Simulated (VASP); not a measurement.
A run of VASP 6.6.1:

The input INCAR:

```
SYSTEM = CsPbBr3
ALGO = Normal ; EDIFF = 1E-6
ENCUT = 500 ; GGA = PS
GGA_COMPAT = .FALSE. ; ISIF = 2
ISMEAR = -1 ; ISYM = -1
LASPH = .TRUE. ; LCHARG = .FALSE.
LREAL = Auto ; LWAVE = .FALSE.
NBANDS = 202 ; NELM = 120
PREC = Accurate ; SIGMA = 0.05
```

Contents of KPOINTS:

```
explicit points
1
Reciprocal
  0.25000000   0.25000000   0.25000000 1
```

The input POSCAR:

```
CsPbBr3
1.0
   11.6016130871      0.0000000000      0.0000000000
    0.0000000000     11.6016130871      0.0000000000
    0.0000000000      0.0000000000     11.6016130871
Cs Pb Br
8 8 24
Direct
    0.0207600000      0.9644530000      0.0002750000
    0.9787640000      0.0358520000      0.4998200000
    0.0349480000      0.4791700000      0.9997670000
    0.9643020000      0.5212890000      0.5001060000
    0.5346960000      0.9795220000      0.9999330000
    0.4647570000      0.0206770000      0.5002250000
    0.5206760000      0.4654870000      0.0000430000
    0.4794320000      0.5344530000      0.4997650000
    0.2498770000      0.2499900000      0.2498060000
    0.2499250000      0.2500680000      0.7500880000
    0.2500440000      0.7499790000      0.2500550000
    0.2500240000      0.7500220000      0.7499120000
    0.7498130000      0.2502680000      0.2500500000
    0.7497920000      0.2502860000      0.7499930000
    0.7501130000      0.7503280000      0.2501420000
    0.7501240000      0.7503830000      0.7498910000
    0.2067510000      0.2170580000      0.0000190000
    0.2920280000      0.2823420000      0.4997710000
    0.2826600000      0.7910180000      0.9998530000
    0.2175260000      0.7091030000      0.5000810000
    0.7824540000      0.2928860000      0.9997920000
    0.7166380000      0.2076060000      0.5000320000
    0.7088130000      0.7173590000      0.0001050000
    0.7925760000      0.7829330000      0.4998470000
    0.9997330000      0.2929850000      0.2890310000
    0.9998410000      0.2930070000      0.7114610000
    0.0002160000      0.7065750000      0.2118040000
    0.0000600000      0.7065760000      0.7878500000
    0.4999890000      0.2073710000      0.2108090000
    0.4998690000      0.2071010000      0.7887720000
    0.4999430000      0.7934820000      0.2883250000
    0.5000140000      0.7935530000      0.7122730000
    0.2070370000      0.9999980000      0.2878760000
    0.2068480000      0.0001500000      0.7116340000
    0.2930100000      0.4999410000      0.2123210000
    0.2932350000      0.4998710000      0.7881850000
    0.7932010000      0.0002760000      0.2116780000
    0.7935390000      0.0002350000      0.7887580000
    0.7072340000      0.5003160000      0.2885410000
    0.7070160000      0.5004990000      0.7112460000
```

Potentials or basis: VASP PAW PBE potentials, release 64 (Cs_sv, Pb_d, Br).

Launch:

```bash
$ cat potpaw_PBE.64/Cs_sv/POTCAR potpaw_PBE.64/Pb_d/POTCAR potpaw_PBE.64/Br/POTCAR > POTCAR
$ mpirun -np 1 vasp_std > vasp.out
```

Hardware: 1 thread of Intel(R) Xeon(R) 6975P-C (Granite Rapids), on a shared host.

**Question.** Estimate the wall time of this run.

**Answer.** Wall time 8.5 min on 1 thread of Intel(R) Xeon(R) 6975P-C (Granite Rapids), on a shared host, peak memory 1.4 GiB. Counts: scf iterations 16, k points 1.
